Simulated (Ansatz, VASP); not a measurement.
# Two plane-wave programs on Cd2S

The input INCAR:

```
PREC = Accurate ; ENCUT = 520
EDIFF = 1E-6 ; ISMEAR = -1
SIGMA = 0.05 ; LREAL = F
LASPH = T ; NELM = 80
ALGO = Normal ; ISIF = 2
LWAVE = F ; LCHARG = F
GGA = CA ; NBANDS = 22
```

The input KPOINTS:

```
regular mesh
0
Gamma
  7 7 4
```

The input POSCAR:

```
Cd2S
1.0
    3.8817765334      0.0000000000      0.0000000000
   -1.9408882667      3.3617170898      0.0000000000
    0.0000000000      0.0000000000      5.6906037861
Cd S
2 1
Direct
    0.3333333333      0.6666666667      0.9327170000
    0.6666666667      0.3333333333      0.5787350000
    0.3333333333      0.6666666667      0.3657050000
```

The input input.yaml:

```yaml
crystal:
  lattice:
    - [3.8817765334, 0.0, 0.0]
    - [-1.9408882667, 3.3617170898, 0.0]
    - [0.0, 0.0, 5.6906037861]
  atoms:
    - { symbol: Cd, position: [0.3333333333, 0.6666666667, 0.932717] }
    - { symbol: Cd, position: [0.6666666667, 0.3333333333, 0.578735] }
    - { symbol: S, position: [0.3333333333, 0.6666666667, 0.365705] }
hamiltonian:
  xc: lda
  pseudopotentials: { kind: paw }
kpoints:
  mp_grid: { grid: [7, 7, 4] }
scf:
  occupations: { method: fermi_dirac, width: 0.05 }
output:
  forces: true
  stress: true
  eigenvalues: true
  write_density: true
  write_potential: true
  elf: true
  volumetric_format: npy
```

Alike in both runs: task single point; functional LDA; k mesh 7 × 7 × 4; occupations fermi-dirac, width 0.05 eV; no spin polarisation.

|  | VASP | Ansatz |
| --- | --- | --- |
| version | VASP 6.6.1 | Ansatz 0.2.0 |
| potentials or method | VASP PAW LDA potentials, release 64 (Cd, S) | Ansatz PAW |
| plane-wave cutoff (eV) | 520 | 420 |
| valence electrons in the cell | 30 | 46 |

```tsv
	VASP	Ansatz	Ansatz less VASP
gap on the k mesh at the Fermi level (eV)	0.48	0.47	-0.009
least direct gap on the mesh (eV)	0.94	0.93	-0.010
pressure (GPa)	-2.2	-2.6	-0.42
traceless stress, the component that is largest in VASP (GPa)	-0.08	-0.24	-0.156
rms of the force components (eV/Å)	0.065	0.054	-0.0109
```

LDA's correlation is that of Perdew and Zunger in VASP and of Perdew and Wang (1992) in Ansatz. Atom by atom the forces differ by 0.012 eV/Å (rms over components). VASP's potentials hold 30 valence electrons a cell and Ansatz's 46, so a difference there can come from the potentials and not from the codes.

Noted on Ansatz's run: odd divisions of the mesh miss points on the zone boundary, where band edges often lie, so the gap on the mesh can be too wide.
